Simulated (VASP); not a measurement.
TiTe2 (pbesol): single point with PBEsol

TiTe2 (pbesol):

```xyz
3
Lattice="3.7770 0.0000 0.0000 -1.8885 3.2710 0.0000 0.0000 0.0000 6.4980" Properties=species:S:1:pos:R:3 pbc="T T T"
Ti    0.0000    0.0000    0.0000
Te    1.8885    1.0903    1.7077
Te    0.0000    2.1807    4.7903
```

```json
{
  "Program": "VASP 6.6.1",
  "Task": "single point",
  "Functional": "PBEsol",
  "Potentials or basis": "VASP PAW PBE potentials, release 64 (Ti_sv, Te)",
  "Cutoff": "520 eV",
  "k mesh": "6 × 6 × 4",
  "Occupations": "gaussian, width 0.1 eV",
  "Spin": "no spin polarisation"
}
```

```json
{
  "Pressure": "-2.3 GPa",
  "Largest force": "0.163 eV/Å",
  "Band gap on the k mesh": "zero (band 12 reaches 7.08 eV, above the bottom of band 13 at 6.40 eV)"
}
```

Forces on the atoms (eV/Å):
```
Ti   0.000  0.000  0.000
Te   0.000  0.000 -0.163
Te   0.000  0.000  0.163
```

Stress tensor (GPa, compression positive):
```
-2.40  0.00  0.00
 0.00 -2.40  0.00
 0.00  0.00 -2.23
```

Levels at points of the mesh, in eV from the Fermi level:
```
           k point  band 8  band 9  band 10  band 11  band 12  band 13  band 14  band 15  band 16  band 17
(0.00, 0.00, 0.00)   -1.64   -1.64     0.36     0.42     0.42     0.61     1.11     1.11     3.11     3.11
(0.50, 0.00, 0.00)   -3.67   -2.70    -2.38    -1.71    -1.11     0.04     1.18     1.50     2.43     3.40
(0.00, 0.00, 0.50)   -2.65   -1.57    -1.57     0.41     0.41     0.79     0.79     1.04     3.54     3.54
(0.50, 0.00, 0.50)   -4.54   -2.38    -1.99    -0.95    -0.58    -0.26     1.18     1.48     2.65     3.54
```

Run time: 16 s on 1 thread of Intel(R) Xeon(R) 6975P-C (Granite Rapids) (shared host), peak memory 0.19 GiB.

Caveat: the PAW data sets were made with another functional, which shifts forces and pressure a little; spin-orbit coupling is left out, which moves the levels of the heavy elements; this functional lacks dispersion, which binds the layers, so the pressure and a relaxed spacing across them are unreliable.
